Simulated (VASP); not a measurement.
Write the native input for VASP 6.6.1 that does the following.

```yaml
Task: single point
Functional: PBE
Potentials_or_basis: VASP PAW PBE potentials, release 64 (Hf_pv, O)
Cutoff: 520 eV
k_mesh: 8 × 8 × 8
Occupations: gaussian, width 0.05 eV
Spin: no spin polarisation
Dipole_correction: no
Further_INCAR_settings: ALGO = Normal; EDIFF = 1e-07; NBANDS = 18
```

The structure of HfO2 lies in POSCAR:

```
HfO2
1.0
    0.0000000000      2.6125259052      2.6125259052
    2.6125259052      0.0000000000      2.6125259052
    2.6125259052      2.6125259052      0.0000000000
Hf O
1 2
Direct
    0.0000000000      0.0000000000      0.0000000000
    0.2500000000      0.2500000000      0.2500000000
    0.7500000000      0.7500000000      0.7500000000
```

This cell differs from its parent crystal: strain +0.025 along x and y, +0.025 along z.

One way to write it, as run:

INCAR

```
PREC = Accurate ; ENCUT = 520
EDIFF = 1E-7 ; ISMEAR = 0
SIGMA = 0.05 ; LREAL = False
LASPH = True ; NELM = 80
ALGO = Normal ; ISIF = 2
LWAVE = False ; LCHARG = False
GGA = PE ; NBANDS = 18
```

KPOINTS

```
Automatic mesh
0
Gamma
  8 8 8
```

Potentials or basis: VASP PAW PBE potentials, release 64 (Hf_pv, O).

Launch:

```console
$ cat potpaw_PBE.64/Hf_pv/POTCAR potpaw_PBE.64/O/POTCAR > POTCAR
$ mpirun -np 1 vasp_std > vasp.out
```

It gave:

The pressure is -18.6 GPa. The band gap on the k mesh is 3.55 eV, direct.

Caveat: the cell differs from its parent crystal (strain +0.025 along x and y, +0.025 along z); spin-orbit coupling is left out, which moves the levels of the heavy elements.

Wall time 11 s on 1 thread of AMD EPYC 9R45 96-Core Processor (Zen 5), with other jobs on the host, peak memory 0.13 GiB.
